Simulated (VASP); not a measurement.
## Sn2F: relaxation of cell and atoms with PBE

Crystal: Sn2F.

```xyz
3
Lattice="4.6102 0.0000 0.0000 -2.3051 3.9926 0.0000 0.0000 0.0000 3.5303" Properties=species:S:1:pos:R:3 pbc="T T T"
Sn    0.0000    2.6617    0.8322
Sn    2.3051    1.3309    2.6982
F     0.0000    0.0000    0.0000
```

The cell was generated, and may not be a known phase.

```yaml
Program: VASP 6.6.1
Task: relaxation of cell and atoms
Functional: PBE
Potentials_or_basis: VASP PAW PBE potentials, release 64 (Sn_d, F)
Cutoff: 600 eV
k_mesh: 6 × 6 × 6
Occupations: gaussian, width 0.1 eV
Spin: no spin polarisation
Dipole_correction: no
Further_INCAR_settings: ALGO = Normal; EDIFF = 1e-06; IBRION = 2; EDIFFG = -0.04; NSW = 90; ISIF = 3
```

The relaxed volume is 21.29 Å³/atom, the relaxed cell is a = 4.748 Å, b = 4.748 Å, c = 3.271 Å, α = 90.00°, β = 90.00°, γ = 120.00° and the space group after relaxing (to 0.1 Å) is P-3m1 (No. 164). The energy gained by relaxing is 24.9 meV/atom and the ionic steps are 9. The pressure after relaxing is 0.1 GPa, the largest force after relaxing is 0.032 eV/Å and the band gap on the k mesh is zero (an odd number of electrons rules out a gap without spin polarisation).

Forces in eV/Å, atoms in the order of the input:
```
Sn   0.000  0.000 -0.032
Sn   0.000  0.000  0.032
F    0.000  0.000  0.000
```

The path:
```
step  energy change (eV)  largest force (eV/Å)  pressure (GPa)  volume (Å³)
   1              0.0000                0.0656           -0.14        64.98
   2             -0.0349                0.0146           -0.23        64.78
   3             -0.0711                0.0838           -0.13        64.03
   4             -0.0731                0.0630           -0.27        64.25
   5             -0.0734                0.0695           -0.21        64.19
   6             -0.0734                0.0713           -0.22        64.17
   7             -0.0741                0.0507            0.16        63.78
   8             -0.0741                0.0496            0.19        63.75
   9             -0.0747                0.0321            0.12        63.86
```

Final structure:
```xyz
3
Lattice="4.7479 0.0000 0.0000 -2.3739 4.1118 0.0000 0.0000 0.0000 3.2714" Properties=species:S:1:pos:R:3 pbc="T T T"
Sn    0.0000    2.7412    0.7694
Sn    2.3739    1.3706    2.5020
F     4.7479    0.0000    0.0000
```

Levels at points of the mesh, in eV from the Fermi level:
| k point | band 13 | band 14 | band 15 | band 16 | band 17 | band 18 | band 19 | band 20 | band 21 |
| --- | --- | --- | --- | --- | --- | --- | --- | --- | --- |
| (0.00, 0.00, 0.00) | -4.35 | -4.35 | -3.71 | -2.96 | -1.60 | -1.60 | 3.41 | 4.14 | 4.14 |
| (0.50, 0.00, 0.00) | -7.37 | -5.06 | -3.19 | -3.13 | -0.81 | 0.50 | 4.99 | 6.01 | 6.06 |
| (0.00, 0.00, 0.50) | -6.60 | -4.06 | -4.06 | -3.22 | 0.52 | 0.62 | 1.63 | 1.63 | 2.41 |
| (0.50, 0.00, 0.50) | -5.51 | -4.62 | -4.28 | -3.15 | -2.82 | -1.92 | 1.39 | 2.29 | 4.39 |

It took 6.7 min on 1 thread of Oxide Virtual Turin-like Processor, with other jobs on the host, peak memory 0.21 GiB.

Caveat: spin-orbit coupling is left out, which moves the levels of the heavy elements.
